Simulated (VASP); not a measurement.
# Ti12S in VASP: single point with PBE

Aim: the single point of Ti12S with PBE.

Program: VASP 6.6.1. These are calculated values, not measurements. Logs are shortened: lines on timing, memory, paths and dates and some standing lists are left out, and cuts for length are marked.

## (1) The cell of the first run

The cell holds a slab with vacuum, 13 atoms: a = 5.815 Å, b = 5.815 Å, c = 19.306 Å, α = 90.00°, β = 90.00°, γ = 90.00°.

## (2) Single point, PBE

Input file INCAR:

```
SYSTEM = Ti12S
PREC = Accurate ; ENCUT = 520
EDIFF = 1E-6 ; ISMEAR = 0
SIGMA = 0.1 ; LREAL = .False.
LASPH = .True. ; NELM = 60
ALGO = Normal ; ISIF = 2
LWAVE = .False. ; LCHARG = .True.
LDIPOL = .True. ; IDIPOL = 3
DIPOL = 0.5 0.5 0.322 ; GGA = PE
LELF = .True. ; LVHAR = .True.
LVACPOTAV = .True. ; NBANDS = 87
```

Input file KPOINTS:

```
regular mesh
0
Gamma
  5 5 1
  0 0 0
```

Input file POSCAR:

```
Ti12S
1.0
    5.8150893847      0.0000000000      0.0000000000
    0.0000000000      5.8150893847      0.0000000000
    0.0000000000      0.0000000000     19.3059825527
Ti S
12 1
Direct
    0.2500000000      0.2500000000      0.2071896620
    0.2500000000      0.7500000000      0.2071896620
    0.7500000000      0.2500000000      0.2071896620
    0.7500000000      0.7500000000      0.2071896620
    0.0000000000      0.0000000000      0.3057583567
    0.0000000000      0.5000000000      0.3057583567
    0.5000000000      0.0000000000      0.3057583567
    0.5000000000      0.5000000000      0.3057583567
    0.2500000000      0.2500000000      0.4043297217
    0.2500000000      0.7500000000      0.4043297217
    0.7500000000      0.2500000000      0.4043297217
    0.7500000000      0.7500000000      0.4043297217
    0.2500000000      0.3333333333      0.5147916765
```

Potentials or basis: VASP PAW PBE potentials, release 64 (Ti_sv, S).

On the command line:

```sh
$ cat potpaw_PBE.64/Ti_sv/POTCAR potpaw_PBE.64/S/POTCAR > POTCAR
$ mpirun -np 1 vasp_std > vasp.out
```

OUTCAR:

```text
SYSTEM = Ti12S
   PREC = Accurate
   ENCUT = 520
   EDIFF = 1E-6
   ISMEAR = 0
   LREAL = .False.
   LASPH = .True.
   NELM = 60
   ISIF = 2
   GGA = PE

 ion  position               nearest neighbor table
   1  0.250  0.250  0.207-   5 2.80   6 2.80   7 2.80   8 2.80   2 2.91   3 2.91   2 2.91   3 2.91

   2  0.250  0.750  0.207-   5 2.80   6 2.80   7 2.80   8 2.80   1 2.91   4 2.91   1 2.91   4 2.91

   3  0.750  0.250  0.207-   5 2.80   6 2.80   7 2.80   8 2.80   1 2.91   4 2.91   4 2.91   1 2.91

   4  0.750  0.750  0.207-   5 2.80   6 2.80   7 2.80   8 2.80   2 2.91   3 2.91   3 2.91   2 2.91

   5  0.000  0.000  0.306-   1 2.80   2 2.80   3 2.80   4 2.80   9 2.80  10 2.80  11 2.80  12 2.80
                             6 2.91   7 2.91   6 2.91   7 2.91
   6  0.000  0.500  0.306-   1 2.80   2 2.80   3 2.80   4 2.80   9 2.80  10 2.80  11 2.80  12 2.80
                             5 2.91   8 2.91   5 2.91   8 2.91
   7  0.500  0.000  0.306-   1 2.80   2 2.80   3 2.80   4 2.80   9 2.80  10 2.80  11 2.80  12 2.80
                             5 2.91   8 2.91   8 2.91   5 2.91
   8  0.500  0.500  0.306-   1 2.80   2 2.80   3 2.80   4 2.80   9 2.80  10 2.80  11 2.80  12 2.80
                             6 2.91   7 2.91   7 2.91   6 2.91
   9  0.250  0.250  0.404-  13 2.19   6 2.80   7 2.80   8 2.80   5 2.80  11 2.91  10 2.91  10 2.91
                            11 2.91
  10  0.250  0.750  0.404-   5 2.80   6 2.80   7 2.80   8 2.80   9 2.91  12 2.91   9 2.91  12 2.91

  11  0.750  0.250  0.404-   5 2.80   6 2.80   7 2.80   8 2.80   9 2.91  12 2.91  12 2.91   9 2.91

  12  0.750  0.750  0.404-   5 2.80   6 2.80   7 2.80   8 2.80  10 2.91  11 2.91  11 2.91  10 2.91

  13  0.250  0.333  0.515-   9 2.19

  LATTYP: Found a simple tetragonal cell.
 ALAT       =     5.8150893847
 C/A-ratio  =     3.3199803607

  Lattice vectors:

 A1 = (   5.8150893847,   0.0000000000,   0.0000000000)
 A2 = (   0.0000000000,   5.8150893847,   0.0000000000)
 A3 = (   0.0000000000,   0.0000000000,  19.3059825527)

Analysis of symmetry for initial positions (statically):
=====================================================================
 Subroutine PRICEL returns:
 Original cell was already a primitive cell.

 Routine SETGRP: Setting up the symmetry group for a
 simple tetragonal supercell.

 Subroutine GETGRP returns: Found  2 space group operations
 (whereof  1 operations were pure point group operations)
 out of a pool of 16 trial point group operations.

The static configuration has the point symmetry C_1 .
 The point group associated with its full space group is C_1h.

Analysis of symmetry for dynamics (positions and initial velocities):
=====================================================================
 Subroutine PRICEL returns:
 Original cell was already a primitive cell.

 Routine SETGRP: Setting up the symmetry group for a
 simple tetragonal supercell.

 Subroutine GETGRP returns: Found  2 space group operations
 (whereof  1 operations were pure point group operations)
 out of a pool of 16 trial point group operations.

The dynamic configuration has the point symmetry C_1 .
 The point group associated with its full space group is C_1h.

 Subroutine INISYM returns: Found  2 space group operations
 (whereof  1 operations are pure point group operations),
 and found     1 'primitive' translations

----------------------------------------------------------------------------------------

                                     Primitive cell

  volume of cell :     652.8369

  direct lattice vectors                    reciprocal lattice vectors
     5.815089385  0.000000000  0.000000000     0.171966402  0.000000000  0.000000000
     0.000000000  5.815089385  0.000000000     0.000000000  0.171966402  0.000000000
     0.000000000  0.000000000 19.305982553     0.000000000  0.000000000  0.051797416

  length of vectors
     5.815089385  5.815089385 19.305982553     0.171966402  0.171966402  0.051797416

  position of ions in fractional coordinates (direct lattice)
     0.250000000  0.250000000  0.207189662
     0.250000000  0.750000000  0.207189662
     0.750000000  0.250000000  0.207189662
     0.750000000  0.750000000  0.207189662
     0.000000000  0.000000000  0.305758357
     0.000000000  0.500000000  0.305758357
     0.500000000  0.000000000  0.305758357
     0.500000000  0.500000000  0.305758357
     0.250000000  0.250000000  0.404329722
     0.250000000  0.750000000  0.404329722
     0.750000000  0.250000000  0.404329722
     0.750000000  0.750000000  0.404329722
     0.250000000  0.333333333  0.514791677

  ion indices of the primitive-cell ions
   primitive index   ion index
                 1           1
                 2           2
                 3           3
                 4           4
                 5           5
                 6           6
                 7           7
                 8           8
                 9           9
                10          10
                11          11
                12          12
                13          13

----------------------------------------------------------------------------------------

 KPOINTS: regular mesh

Automatic generation of k-mesh.
 Grid dimensions read from file:
 generate k-points for:    5    5    1

 Generating k-lattice:

  Cartesian coordinates                     Fractional coordinates (reciprocal lattice)
     0.034393280  0.000000000  0.000000000     0.200000000  0.000000000  0.000000000
     0.000000000  0.034393280  0.000000000     0.000000000  0.200000000  0.000000000
     0.000000000  0.000000000  0.051797416     0.000000000  0.000000000  1.000000000

  Length of vectors
     0.034393280  0.034393280  0.051797416

  Shift w.r.t. Gamma in fractional coordinates (k-lattice)
     0.000000000  0.000000000  0.000000000

 Subroutine IBZKPT returns following result:
 ===========================================

 Found      9 irreducible k-points:

 Following reciprocal coordinates:
            Coordinates               Weight
  0.000000  0.000000  0.000000      1.000000
  0.200000  0.000000  0.000000      2.000000
  0.000000  0.200000  0.000000      2.000000
  0.400000  0.000000  0.000000      2.000000
  0.000000  0.400000  0.000000      2.000000
  0.200000  0.200000  0.000000      4.000000
  0.400000  0.200000  0.000000      4.000000
 -0.200000  0.400000  0.000000      4.000000
  0.400000  0.400000  0.000000      4.000000
   k-points           NKPTS =      9   k-points in BZ     NKDIM =      9   number of bands    NBANDS=     87
   number of dos      NEDOS =    301   number of ions     NIONS =     13
   total plane-waves  NPLWV = 331776
   dimension x,y,z NGX =    48 NGY =   48 NGZ =  144
   dimension x,y,z NGXF=    96 NGYF=   96 NGZF=  288
   ions per type =              12   1
   NGX,Y,Z   is equivalent  to a cutoff of  13.72, 13.72, 12.40 a.u.
   NGXF,Y,Z  is equivalent  to a cutoff of  27.45, 27.45, 24.80 a.u.
 SYSTEM =  Ti12S
   PREC   = accura    normal or accurate (medium, high low for compatibility)
   ISTART =      0    job   : 0-new  1-cont  2-samecut
   ICHARG =      2    charge: 1-file 2-atom 10-const
   ISPIN  =      1    spin polarized calculation?
   LNONCOLLINEAR =      F non collinear calculations
   LSORBIT =      F    spin-orbit coupling
   LASPH  =      T    aspherical Exc in radial PAW
   ENCUT  =  520.0 eV  38.22 Ry    6.18 a.u.  10.81 10.81 35.90*2*pi/ulx,y,z
   NELM   =     60;   NELMIN=  2; NELMDL= -5     # of ELM steps
   EDIFF  = 0.1E-05   stopping-criterion for ELM
   LREAL  =      F    real-space projection
   EDIFFG = 0.1E-04   stopping-criterion for IOM
   NSW    =      0    number of steps for IOM
   IBRION =     -1    ionic relax: 0-MD 1-quasi-New 2-CG
   NFREE  =      0    steps in history (QN), initial steepest desc. (CG)
   ISIF   =      2    stress and relaxation
   ISYM   =      2    0-nonsym 1-usesym 2-fastsym
   POTIM  = 0.5000    time-step for ionic-motion
   TEBEG  =    0.0;   TEEND  =   0.0 temperature during run
   PSTRESS=    0.0 pullay stress
   NELECT =     150.0000    total number of electrons
   NUPDOWN=      -1.0000    fix difference up-down
   EMIN   =  10.00;   EMAX   =-10.00  energy-range for DOS
   EFERMI =   0.00;   METHOD = LEGACY
   ISMEAR =     0;   SIGMA  =   0.10  broadening in eV -4-tet -1-fermi 0-gaus
   EFERMI_NEDOS =   21; number of points for ismear=-14 and -15
   IALGO  =     38    algorithm
   IMIX   =      4    mixing-type and parameters
     AMIX     =   0.40;   BMIX     =  1.00
     AMIX_MAG =   1.60;   BMIX_MAG =  1.00
  volume/ion in A,a.u.               =      50.22       338.89
  Fermi-wavevector in a.u.,A,eV,Ry     =   1.002698  1.894825 13.679355  1.005404
  Thomas-Fermi vector in A             =   2.135203
   LORBIT       =      0    0 simple, 1 ext, 2 COOP (PROOUT), +10 PAW based schemes
   GGA     = PE    functional components
   LHFCALC =     F    Hartree Fock is set to
   AEXX    =    0.0000 exact exchange contribution
   IVDW    =     0    specifies the selected vdW correction
   LEPSILON=     F    determine dielectric tensor
   LRPA    =     F    only Hartree local field effects (RPA)
 non-spin polarized calculation
 Gauss-broadening in eV      SIGMA  =   0.10
  energy-cutoff  :      520.00
  volume of cell :      652.84
 maximum number of plane-waves:     17596
 NGX is ok and might be reduce to    48
   NGX = 21   NGY = 21   NGZ = 71

 dipolmoment           0.000000      0.000000     -0.649272 electrons x Angstroem

 number of electron     150.0000053 magnetization

 dipolmoment           0.000000      0.000000      0.232496 electrons x Angstroem

 Free energy of the ion-electron system (eV)
  ---------------------------------------------------
  ext. energy  EPLUGINS =         0.00000000
  ---------------------------------------------------
  free energy    TOTEN  =       -92.71809537 eV

  energy without entropy =      -92.57154618  energy(sigma->0) =      -92.64482078

 E-fermi :   0.0850     XC(G=0):  -4.9595

 val. band max:        0.0834452085   @ k =   0.4000   0.2000   0.0000
 cond. band min:       0.1023810256   @ k =   0.0000   0.4000   0.0000
 fundamental gap:      0.0189358171
 Fermi energy:         0.0850269414

 k-point     1 :       0.0000    0.0000    0.0000
  band No.  band energies     occupation
      1     -56.8499      2.00000
      2     -56.8259      2.00000
      3     -56.7747      2.00000
      4     -56.7018      2.00000
      5     -56.6489      2.00000
      6     -56.6465      2.00000
[... 79 lines left out ...]
     86       0.9678      0.00000
     87       1.1060      0.00000

 k-point     2 :       0.2000    0.0000    0.0000
  band No.  band energies     occupation
      1     -56.8472      2.00000
      2     -56.8259      2.00000
      3     -56.7770      2.00000
      4     -56.6977      2.00000
      5     -56.6514      2.00000
      6     -56.6452      2.00000
[... 619 lines left out ...]
     86       1.1031      0.00000
     87       1.1467      0.00000

 k-point     9 :       0.4000    0.4000    0.0000
  band No.  band energies     occupation
      1     -56.8331      2.00000
      2     -56.8261      2.00000
      3     -56.7891      2.00000
      4     -56.6754      2.00000
      5     -56.6524      2.00000
      6     -56.6497      2.00000
[... 79 lines left out ...]
     86       0.9921      0.00000
     87       1.0557      0.00000

------------------------ aborting loop because EDIFF is reached ----------------------------------------

  FORCE on cell =-STRESS in cart. coord.  units (eV):
  Direction    XX          YY          ZZ          XY          YZ          ZX
  --------------------------------------------------------------------------------------
  -------------------------------------------------------------------------------------
  Total       -4.4817352     -4.4724772      1.3422748      0.0000000      0.8032617      0.0000000
  in kB      -10.9989715    -10.9762508      3.2941801      0.0000000      1.9713464      0.0000000
  external PRESSURE =      -6.2270141 kB  Pullay stress =       0.0000000 kB

 VOLUME and BASIS-vectors are now :
 -----------------------------------------------------------------------------
  energy-cutoff  :      520.00
  volume of cell :      652.84
      direct lattice vectors                 reciprocal lattice vectors
     5.815089385  0.000000000  0.000000000     0.171966402  0.000000000  0.000000000
     0.000000000  5.815089385  0.000000000     0.000000000  0.171966402  0.000000000
     0.000000000  0.000000000 19.305982553     0.000000000  0.000000000  0.051797416

 POSITION                                       TOTAL-FORCE (eV/Angst)
 -----------------------------------------------------------------------------------
      1.45377      1.45377      4.00000         0.000000      0.000682     -0.060627
      1.45377      4.36132      4.00000         0.000000      0.010444      0.030094
      4.36132      1.45377      4.00000         0.000000     -0.003562      0.030970
      4.36132      4.36132      4.00000         0.000000      0.004835      0.192193
      0.00000      0.00000      5.90297        -0.078428     -0.084757     -0.258209
      0.00000      2.90754      5.90297        -0.116951      0.104878     -0.316168
      2.90754      0.00000      5.90297         0.078428     -0.084757     -0.258209
      2.90754      2.90754      5.90297         0.116951      0.104878     -0.316168
      1.45377      1.45377      7.80598         0.000000      0.013820      0.135745
      1.45377      4.36132      7.80598         0.000000     -0.549238      0.582820
      4.36132      1.45377      7.80598         0.000000     -0.014642      0.413958
      4.36132      4.36132      7.80598         0.000000      0.062629     -0.160696
      1.45377      1.93836      9.93856         0.000000      0.434791     -0.015701
 -----------------------------------------------------------------------------------
    total drift:                                0.000000      0.000077      0.000393

  FREE ENERGIE OF THE ION-ELECTRON SYSTEM (eV)
  ---------------------------------------------------
  free  energy   TOTEN  =       -92.7180953718 eV

  energy  without entropy=      -92.5715461838  energy(sigma->0) =      -92.64482078

 vacuum level on the upper side and lower side of the slab         5.124         3.880
```

It took 32 min on 1 thread of Oxide Virtual Turin-like, shared host; peak memory 0.8 GiB.

What came out:

| Item | Value |
| --- | --- |
| Free energy | -92.7181 eV |
| Largest force | 0.801 eV/Å |
| Band gap on the k mesh | zero (bands 75 and 76 overlap by 0.20 eV) |

Forces in eV/Å, atoms in the order of the input:
```
Ti   0.000  0.001 -0.061
Ti   0.000  0.010  0.030
Ti   0.000 -0.004  0.031
Ti   0.000  0.005  0.192
Ti  -0.078 -0.085 -0.258
Ti  -0.117  0.105 -0.316
Ti   0.078 -0.085 -0.258
Ti   0.117  0.105 -0.316
Ti   0.000  0.014  0.136
Ti   0.000 -0.549  0.583
Ti   0.000 -0.015  0.414
Ti   0.000  0.063 -0.161
S    0.000  0.435 -0.016
```

Levels at points of the mesh, in eV from the Fermi level:
| k point | band 72 | band 73 | band 74 | band 75 | band 76 | band 77 |
| --- | --- | --- | --- | --- | --- | --- |
| (0.00, 0.00, 0.00) | -0.15 | -0.02 | -0.01 | 0.03 | 0.31 | 0.34 |
